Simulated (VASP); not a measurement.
Here is a VASP 6.6.1 calculation.

File INCAR:

```
PREC     = Accurate       # precision mode
ENCUT    = 520            # plane-wave cutoff, eV
EDIFF    = 1E-6           # SCF threshold, eV
ISMEAR   = 0              # smearing method
SIGMA    = 0.1            # smearing width, eV
LREAL    = Auto         
LASPH    = True           # aspherical terms in the spheres
NELM     = 100            # most SCF steps
ALGO     = Fast           # electronic algorithm
ISIF     = 2              # what is computed and relaxed
LWAVE    = False          # write WAVECAR
LCHARG   = False          # write CHGCAR
GGA      = PS             # functional
NBANDS   = 101            # bands
```

Contents of KPOINTS:

```
Automatic mesh
0
Gamma
  5 5 4
```

The input POSCAR:

```
Si7W4
1.0
   -0.0004890000     -6.2759360000      0.0000170000
    6.2760740000      0.0004890000      0.0000170000
    0.0000150000     -0.0000020000      7.9651650000
Si W
14 8
Direct
    0.2468280399      0.7535852204      0.8342078211
    0.5001728373      0.9970724794      0.3342016883
    0.7516984470      0.2486776531      0.8342281407
    0.9952807406      0.5019946483      0.3342289815
    0.7494844533      0.7512896042      0.8287428412
    0.9975214369      0.9993732263      0.3287435442
    0.2499372225      0.2517834446      0.1574358973
    0.4970487882      0.4988847943      0.6574494222
    0.2565886317      0.7411099720      0.1706988761
    0.4903883136      0.0095302586      0.6707009181
    0.7392021886      0.2585015647      0.1707050714
    0.0077837009      0.4921579032      0.6707089842
    0.7356533983      0.7374921096      0.1702013749
    0.0113381818      0.0131834351      0.6702063405
    0.5019814231      0.9977917365      0.0012146949
    0.7509925443      0.2468494513      0.5012151863
    0.4979704951      0.4998266960      0.9870807668
    0.7557613180      0.7576183144      0.5045590481
    0.9912177712      0.9930462925      0.0045541131
    0.2490219761      0.2508450561      0.4870743858
    0.9959962611      0.5038230333      0.0012164444
    0.2450133911      0.7528617768      0.5012159820
```

Potentials or basis: VASP PAW PBE potentials, release 64 (Si, W_sv).

The run is started by

```bash
$ cat potpaw_PBE.64/Si/POTCAR potpaw_PBE.64/W_sv/POTCAR > POTCAR
$ mpirun -np 1 vasp_std > vasp.out
```

(1) What does it give for the pressure?

(2) Predict the band gap on the k mesh.

Results:

(1) 0.3 GPa.

(2) zero (bands 84 and 85 overlap by 0.88 eV).

Caveat: the cell differs from its parent crystal (atoms taken out); the PAW data sets were made with another functional, which shifts forces and pressure a little; spin-orbit coupling is left out, which moves the levels of the heavy elements.
